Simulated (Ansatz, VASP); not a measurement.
# TiAl: VASP beside Ansatz

Contents of INCAR:

```
PREC = Accurate ; ENCUT = 520
EDIFF = 1E-6 ; ISMEAR = 0
SIGMA = 0.15 ; LREAL = False
LASPH = True ; NELM = 60
ALGO = Fast ; ISIF = 2
LWAVE = False ; LCHARG = False
NBANDS = 14
```

The input KPOINTS:

```
regular mesh
0
Gamma
  16 16 16
```

Contents of POSCAR:

```
TiAl
1.0
    2.9247388800      0.0000000000      0.0000000000
    0.0000000000      2.9247388800      0.0000000000
    0.0000000000      0.0000000000      3.4333891200
Ti Al
1 1
Direct
    0.0000000000      0.0000000000      0.0000000000
    0.5000000000      0.5000000000      0.5000000000
```

Input for Ansatz:

```yaml
crystal:
  lattice:
    - [2.92473888, 0.0, 0.0]
    - [0.0, 2.92473888, 0.0]
    - [0.0, 0.0, 3.43338912]
  atoms:
    - { symbol: Ti, position: [0.0, 0.0, 0.0] }
    - { symbol: Al, position: [0.5, 0.5, 0.5] }
basis:
  ecutwfc: 420
kpoints:
  mp_grid: { grid: [16, 16, 16] }
hamiltonian:
  xc: lda
scf:
  occupations: { method: gaussian, width: 0.15 }
output:
  forces: true
  stress: true
  eigenvalues: true
```

Change from the starting cell: strain -0.080 along x and y, +0.080 along z, atoms carried along.

Alike in both runs: task single point; functional LDA; k mesh 16 × 16 × 16; occupations gaussian, width 0.15 eV; no spin polarisation.

```csv
,VASP,Ansatz
version,VASP 6.6.1,Ansatz 0.2.0
potentials or method,"VASP PAW LDA potentials, release 64 (Ti_sv, Al), cutoff 520 eV","scalar-relativistic, plane waves, PAW"
valence electrons in the cell,15,15
```

|  | VASP | Ansatz | Ansatz less VASP |
| --- | --- | --- | --- |
| gap on the k mesh at the Fermi level (eV) | none | none | - |
| pressure (GPa) | 5.4 | 5.3 | -0.11 |
| traceless stress, the component that is largest in VASP (GPa) | 6.89 | 6.89 | +0.001 |

LDA's correlation is that of Perdew and Zunger in VASP and of Perdew and Wang (1992) in Ansatz. A gap of «none» marks a metal or a gap that the smearing closes.
